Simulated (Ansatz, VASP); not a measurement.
## CaSe in VASP and in Ansatz

The input INCAR:

```
PREC = Accurate
ENCUT = 520
EDIFF = 1E-6
ISMEAR = 0
SIGMA = 0.01
LREAL = F
LASPH = T
NELM = 80
ALGO = Normal
ISIF = 2
LWAVE = F
LCHARG = F
GGA = PE
NBANDS = 24
```

KPOINTS

```
regular mesh
0
Gamma
  6 6 4
```

File POSCAR:

```
CaSe
1.0
    4.1078868688      0.0000000000      0.0000000000
   -2.0539434344      3.5575343842      0.0000000000
    0.0000000000      0.0000000000      7.1263463652
Ca Se
2 2
Direct
    0.0000000000      0.0000000000      0.0000000000
    0.0000000000      0.0000000000      0.5000000000
    0.3333333333      0.6666666667      0.2500000000
    0.6666666667      0.3333333333      0.7500000000
```

Input for Ansatz:

```yaml
crystal:
  lattice:
    - [4.1078868688, 0.0, 0.0]
    - [-2.0539434344, 3.5575343842, 0.0]
    - [0.0, 0.0, 7.1263463652]
  atoms:
    - { symbol: Ca, position: [0.0, 0.0, 0.0] }
    - { symbol: Ca, position: [0.0, 0.0, 0.5] }
    - { symbol: Se, position: [0.3333333333, 0.6666666667, 0.25] }
    - { symbol: Se, position: [0.6666666667, 0.3333333333, 0.75] }
kpoints:
  mp_grid: { grid: [6, 6, 4] }
hamiltonian:
  xc: pbe
scf:
  occupations: { method: fixed }
  n_extra_bands: 5
output:
  forces: true
  stress: true
  eigenvalues: true
```

Alike in both runs: task single point; functional PBE; k mesh 6 × 6 × 4; no spin polarisation.

```csv
,VASP,Ansatz
version,VASP 6.6.1,Ansatz 0.2.0
potentials or method,"VASP PAW PBE potentials, release 64 (Ca_sv, Se)","plane waves, PAW"
plane-wave cutoff (eV),520,420
occupations,"gaussian, width 0.01 eV",fixed
valence electrons in the cell,32,52
```

VASP gave:

| Quantity | Value |
| --- | --- |
| gap on the k mesh at the Fermi level (eV) | 2.17 |
| pressure (GPa) | 1.7 |
| traceless stress, the component that is largest in VASP (GPa) | 0.14 |

What did Ansatz give for the same quantities?

gap on the k mesh at the Fermi level (eV): 2.17; pressure (GPa): 1.5; traceless stress, the component that is largest in VASP (GPa): 0.13.

VASP's potentials hold 32 valence electrons a cell and Ansatz's 52, so a difference there can come from the potentials and not from the codes.
